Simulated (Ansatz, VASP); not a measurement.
**Pb in VASP and in Ansatz**

The input POSCAR:

```
Pb
1.0
   -1.9255253852      1.9255253852      1.9255253852
    1.9255253852     -1.9255253852      1.9255253852
    1.9255253852      1.9255253852     -1.9255253852
Pb
1
Direct
    0.0000000000      0.0000000000      0.0000000000
```

INCAR.step1

```
  PREC = Accurate
  ENCUT = 520
  ISMEAR = -1
  SIGMA = 0.1
  LREAL = False
  LASPH = True
  NELM = 60
  NBANDS = 13
  GGA = PE
  ALGO = Normal
  EDIFF = 1E-4
  LWAVE = True
  LCHARG = False
```

The input INCAR.step2:

```
  PREC = Accurate
  ENCUT = 520
  EDIFF = 1E-7
  ISMEAR = -1
  SIGMA = 0.1
  LREAL = False
  LASPH = True
  NELM = 60
  ALGO = Normal
  ISIF = 2
  LWAVE = False
  LCHARG = False
  METAGGA = R2SCAN
  LMIXTAU = True
  NBANDS = 13
  ISTART = 1
```

File KPOINTS:

```
Automatic mesh
0
Gamma
  13 13 13
```

Input for Ansatz:

```yaml
crystal:
  lattice:
    - [-1.9255253852, 1.9255253852, 1.9255253852]
    - [1.9255253852, -1.9255253852, 1.9255253852]
    - [1.9255253852, 1.9255253852, -1.9255253852]
  atoms:
    - { symbol: Pb, position: [0.0, 0.0, 0.0] }
hamiltonian:
  xc: r2scan
  pseudopotentials:
    kind: paw
    azcp:
      Pb: "pseudopotentials/Pb.paw.azcp"
basis:
  ecutwfc: 500
  fft_grid_basis: typed
kpoints:
  mp_grid: { grid: [13, 13, 13], shift: [0, 0, 0] }
magnetization:
  spin_polarized: false
scf:
  occupations: { method: fermi_dirac, width: 0.1 }
  lower_state_search: "off"
output:
  stress: true
```

Alike in both runs: task single point; functional r2SCAN; k mesh 13 × 13 × 13; occupations fermi-dirac, width 0.1 eV; no spin polarisation.

|  | VASP | Ansatz |
| --- | --- | --- |
| version | VASP 6.6.1 | Ansatz 0.2.0 |
| potentials or method | VASP PAW PBE potentials, release 64 (Pb_d), cutoff 520 eV | plane waves (500 eV) with PAW, scalar-relativistic |
| valence electrons in the cell | 14 | 14 |

```tsv
	VASP	Ansatz	Ansatz less VASP
pressure (GPa)	4.4	4.4	-0.01
```

VASP's potentials were made for PBE, not for r2SCAN.

Neither program's run includes spin-orbit coupling.
